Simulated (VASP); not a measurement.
# GaN (P6_3mc) in VASP: vibrations by perturbation theory with PBE

Aim: the vibrations by perturbation theory of GaN with PBE.

Everything below comes from runs of VASP 6.6.1. Logs are shortened: lines on timing, memory, paths and dates and some standing lists are left out, and cuts for length are marked.

**1. The cell of the first run**

The structure is hexagonal, space group P6_3mc (No. 186). The conventional cell has a = 3.218 Å, b = 3.218 Å, c = 5.243 Å, α = 90.00°, β = 90.00°, γ = 120.00°. Ga (site symmetry 3m) has 4 N at 1.97 to 1.98 Å within 2.6 Å. N (site symmetry 3m) has 4 Ga at 1.97 to 1.98 Å within 2.6 Å.

**2. Vibrations by perturbation theory, PBE**

INCAR

```
SYSTEM = GaN
PREC     = Accurate       ! precision mode
ENCUT    = 520            ! plane-wave cutoff, eV
EDIFF    = 1E-8           ! SCF threshold, eV
ISMEAR   = 0              ! smearing method
SIGMA    = 0.01           ! smearing width, eV
LREAL    = .False.        ! projectors in reciprocal space
LASPH    = .True.         ! aspherical terms in the spheres
NELM     = 80             ! most SCF steps
ALGO     = Normal         ! electronic algorithm
ISIF     = 2              ! what is computed and relaxed
LWAVE    = .False.        ! write WAVECAR
LCHARG   = .True.         ! write CHGCAR
GGA      = PE             ! functional
IBRION   = 8              ! ionic algorithm
NSW      = 1              ! ionic steps
LEPSILON = .True.         ! dielectric tensor by DFPT
```

KPOINTS

```
Automatic mesh
0
Gamma
  9 9 4
  0 0 0
```

POSCAR

```
GaN
1.0
    3.2184289158      0.0000000000      0.0000000000
   -1.6092144579      2.7872412014      0.0000000000
    0.0000000000      0.0000000000      5.2430305161
Ga N
2 2
Direct
    0.3333333333      0.6666666667     -0.0008683113
    0.6666666667      0.3333333333      0.4991316887
    0.3333333333      0.6666666667      0.3758683113
    0.6666666667      0.3333333333      0.8758683113
```

Potentials or basis: VASP PAW PBE potentials, release 64 (Ga_d, N).

On the command line:

```console
> cat potpaw_PBE.64/Ga_d/POTCAR potpaw_PBE.64/N/POTCAR > POTCAR
> mpirun -np 1 vasp_std > vasp.out
```

OUTCAR:

```text
SYSTEM = GaN
   PREC = Accurate
   ENCUT = 520
   EDIFF = 1E-8
   ISMEAR = 0
   LREAL = .False.
   LASPH = .True.
   NELM = 80
   ISIF = 2
   GGA = PE
   IBRION = 8
   NSW = 1
   LEPSILON = .True.

 ion  position               nearest neighbor table
   1  0.333  0.667  0.999-   4 1.97   4 1.97   4 1.97   3 1.98
   2  0.667  0.333  0.499-   3 1.97   3 1.97   3 1.97   4 1.98
   3  0.333  0.667  0.376-   2 1.97   2 1.97   2 1.97   1 1.98
   4  0.667  0.333  0.876-   1 1.97   1 1.97   1 1.97   2 1.98

  LATTYP: Found a hexagonal cell.
 ALAT       =     3.2184289158
 C/A-ratio  =     1.6290651909

  Lattice vectors:

 A1 = (   3.2184289158,   0.0000000000,   0.0000000000)
 A2 = (  -1.6092144579,   2.7872412014,   0.0000000000)
 A3 = (   0.0000000000,   0.0000000000,   5.2430305161)

Analysis of symmetry for initial positions (statically):
=====================================================================
 Subroutine PRICEL returns:
 Original cell was already a primitive cell.

 Routine SETGRP: Setting up the symmetry group for a
 hexagonal supercell.

 Subroutine GETGRP returns: Found 12 space group operations
 (whereof  6 operations were pure point group operations)
 out of a pool of 24 trial point group operations.

The static configuration has the point symmetry C_3v.
 The point group associated with its full space group is C_6v.

Analysis of symmetry for dynamics (positions and initial velocities):
=====================================================================
 Subroutine PRICEL returns:
 Original cell was already a primitive cell.

 Routine SETGRP: Setting up the symmetry group for a
 hexagonal supercell.

 Subroutine GETGRP returns: Found 12 space group operations
[... 875 lines left out ...]
 ---------------------------------------------------------------------------------
 ion    1
    1     2.63378     0.00000     0.00000
    2     0.00000     2.63378     0.00000
    3     0.00000    -0.00000     2.78075
 ion    2
    1     2.63378    -0.00000     0.00000
    2     0.00000     2.63378     0.00000
    3     0.00000     0.00000     2.78075
 ion    3
    1    -2.63378     0.00000     0.00000
    2     0.00000    -2.63378     0.00000
    3    -0.00000     0.00000    -2.78075
 ion    4
    1    -2.63378     0.00000     0.00000
    2     0.00000    -2.63378     0.00000
    3     0.00000    -0.00000    -2.78075

 INTERNAL STRAIN TENSOR FOR ION    4 for displacements in x,y,z  (eV/Angst):
          X           Y           Z          XY          YZ          ZX
  --------------------------------------------------------------------------------
  x    -0.00000    -0.00000    -0.00000     8.22305     0.00000     4.42020
  y     8.22305    -8.22305     0.00000     0.00000     4.75090     0.00000
  z     4.43288     4.43288    -8.34720    -0.00000     0.00000     0.00000

 SECOND DERIVATIVES (NOT SYMMETRIZED)
 ------------------------------------
               1X          1Y          1Z          2X          2Y          2Z          3X          3Y          3Z          4X          4Y          4Z
  1X   -11.925968    0.000000   -0.000000    0.332439    0.000000   -0.000000    1.033741    0.000000    0.000000   10.559788   -0.000000    0.000000
  1Y    -0.000000  -11.925968    0.000000   -0.000000    0.332439    0.000000    0.000000    1.033741    0.000000   -0.000000   10.559788    0.000000
  1Z     0.000000    0.000000  -18.488979    0.000000   -0.000000    7.888799    0.000000    0.000000    6.034195    0.000000   -0.000000    4.565985
  2X     0.332439   -0.000000    0.000000  -11.925968    0.000000    0.000000   10.559788    0.000000    0.000000    1.033741   -0.000000    0.000000
  2Y    -0.000000    0.332439    0.000000    0.000000  -11.925968    0.000000   -0.000000   10.559788    0.000000   -0.000000    1.033741    0.000000
  2Z     0.000000    0.000000    7.888799   -0.000000    0.000000  -18.488979    0.000000    0.000000    4.565985   -0.000000   -0.000000    6.034195
  3X     1.070382    0.000000    0.000000   10.593977    0.000000   -0.000000  -12.275462    0.000000    0.000000    0.611103    0.000000   -0.000000
  3Y     0.000000    1.070382    0.000000    0.000000   10.593977    0.000000    0.000000  -12.275462    0.000000    0.000000    0.611103    0.000000
  3Z     0.000000    0.000000    6.020032    0.000000   -0.000000    4.605206    0.000000   -0.000000  -16.345966    0.000000    0.000000    5.720728
  4X    10.593977    0.000000    0.000000    1.070382    0.000000    0.000000    0.611103    0.000000    0.000000  -12.275462   -0.000000    0.000000
  4Y     0.000000   10.593977   -0.000000    0.000000    1.070382    0.000000    0.000000    0.611103    0.000000    0.000000  -12.275462   -0.000000
  4Z     0.000000    0.000000    4.605206   -0.000000    0.000000    6.020032    0.000000    0.000000    5.720728    0.000000    0.000000  -16.345966

 Eigenvectors and eigenvalues of the dynamical matrix
 ----------------------------------------------------

   1 f  =   19.637409 THz   123.385481 2PiTHz  655.033465 cm-1    81.213762 meV
             X         Y         Z           dx          dy          dz
     -0.000000  1.858161  5.238478     0.000000   -0.000000    0.027177
      1.609214  0.929080  2.616963     0.000000   -0.000000   -0.027177
     -0.000000  1.858161  1.970689     0.000000   -0.000000   -0.706584
      1.609214  0.929080  4.592204    -0.000000    0.000000    0.706584
[... 71 lines left out ...]
  12 f/i=    0.017726 THz     0.111374 2PiTHz    0.591267 cm-1     0.073308 meV
             X         Y         Z           dx          dy          dz
     -0.000000  1.858161  5.238478    -0.623314   -0.168190   -0.000000
      1.609214  0.929080  2.616963    -0.623314   -0.168190   -0.000000
     -0.000000  1.858161  1.970689    -0.278469   -0.075140   -0.000000
      1.609214  0.929080  4.592204    -0.278469   -0.075140   -0.000000

--------------------------------------------------------------------------------------------------------

 MACROSCOPIC STATIC DIELECTRIC TENSOR IONIC CONTRIBUTION
 ------------------------------------------------------
           4.590004     0.000000     0.000000
           0.000000     4.590004     0.000000
           0.000000     0.000000     5.606521
 ------------------------------------------------------

 ELASTIC MODULI CONTR FROM IONIC RELAXATION (kBar)
 Direction    XX          YY          ZZ          XY          YZ          ZX
 --------------------------------------------------------------------------------
 XX        -484.3243    232.9620    237.4127     -0.0000      0.0000     -0.0000
 YY         232.9620   -484.3243    237.4127      0.0000     -0.0000      0.0000
 ZZ         237.4127    237.4127   -448.4744     -0.0000      0.0000      0.0000
 XY          -0.0000      0.0000     -0.0000   -358.6432     -0.0000      0.0000
 YZ           0.0000     -0.0000      0.0000     -0.0000   -109.3986     -0.0000
 ZX          -0.0000      0.0000      0.0000      0.0000     -0.0000   -118.6480
 --------------------------------------------------------------------------------

 PIEZOELECTRIC TENSOR IONIC CONTR  for field in x, y, z        (C/m^2)
          XX          YY          ZZ          XY          YZ          ZX
  --------------------------------------------------------------------------------
  x    -0.00000     0.00000     0.00000     0.00000    -0.00000    -0.69440
  y     0.00000    -0.00000     0.00000    -0.00000    -0.66678    -0.00000
  z    -0.78987    -0.78987     1.49207     0.00000    -0.00000    -0.00000
```

OSZICAR:

```text
N       E                     dE             d eps       ncg     rms          rms(c)
DAV:   1     0.277283877203E+03    0.27728E+03   -0.18512E+04  1652   0.304E+03
[... 264 lines left out ...]
RMM:   8    -0.247503436939E+00    0.58520E-05    0.24358E-06  3585   0.254E-03    0.249E-04
RMM:   9    -0.247503120090E+00    0.31685E-06    0.55770E-08  3408   0.104E-03    0.771E-05
RMM:  10    -0.247502596014E+00    0.52408E-06    0.22342E-07  3694   0.373E-04    0.269E-05
RMM:  11    -0.247502804956E+00   -0.20894E-06    0.10816E-08  3535   0.149E-04    0.980E-06
RMM:  12    -0.247502887580E+00   -0.82624E-07    0.67573E-08  3702   0.582E-05    0.325E-06
RMM:  13    -0.247502861669E+00    0.25911E-07    0.21950E-08  3662   0.236E-05    0.175E-06
RMM:  14    -0.247502865297E+00   -0.36277E-08   -0.99871E-09  3800   0.952E-06    0.787E-07
 Linear response finished
```

stdout:

```text
POSCAR found type information on POSCAR GaN
 POSCAR found :  2 types and       4 ions
 scaLAPACK will be used
 LDA part: xc-table for (Slater+PW92), standard interpolation
 POSCAR, INCAR and KPOINTS ok, starting setup
[... 103 lines left out ...]
 onal to |phi(0)> (-1.102601749225843E-004,9.367506770274758E-015)
 LRF_COMMUTATOR internal error: the vector H(1)-e(1) S(1) |phi(0)> is not orthog
 onal to |phi(0)> (1.199276378665293E-004,1.623701173514291E-015)
 LRF_COMMUTATOR internal error: the vector H(1)-e(1) S(1) |phi(0)> is not orthog
 onal to |phi(0)> (1.199276382172353E-004,2.330561679492969E-015)
 LRF_COMMUTATOR internal error: the vector H(1)-e(1) S(1) |phi(0)> is not orthog
 onal to |phi(0)> (-1.348321526333796E-004,5.051514762044462E-015)
 LRF_COMMUTATOR internal error: the vector H(1)-e(1) S(1) |phi(0)> is not orthog
 onal to |phi(0)> (-1.348321562551092E-004,-2.620820227505760E-014)
 LRF_COMMUTATOR internal err
```

Run time: 31 min. Hardware: 1 thread of Intel Xeon 8259CL, shared host; peak memory 0.48 GiB.

What came out:

- Electronic dielectric tensor (diagonal): 6.06, 6.06, 6.31
- Born charges (mean of the diagonal): Ga +2.68; N -2.68 e
- Highest phonon frequency at Γ, LO-TO splitting left out: 655 cm⁻¹

Phonon frequencies in cm⁻¹ (negative: imaginary):
| q point | frequencies |
| --- | --- |
| (0.000, 0.000, 0.000) | -1 -1 0 135 135 320 498 521 521 529 529 655 |

Electronic dielectric tensor:
```
6.06 0.00 0.00
0.00 6.06 0.00
0.00 0.00 6.31
```

Born effective charge tensors (e):
atom 1, Ga
```
2.63 0.00 0.00
0.00 2.63 0.00
0.00 0.00 2.78
```
atom 2, Ga
```
2.63 0.00 0.00
0.00 2.63 0.00
0.00 0.00 2.78
```
atom 3, N
```
-2.63  0.00  0.00
 0.00 -2.63  0.00
 0.00  0.00 -2.78
```
atom 4, N
```
-2.63  0.00  0.00
 0.00 -2.63  0.00
 0.00  0.00 -2.78
```
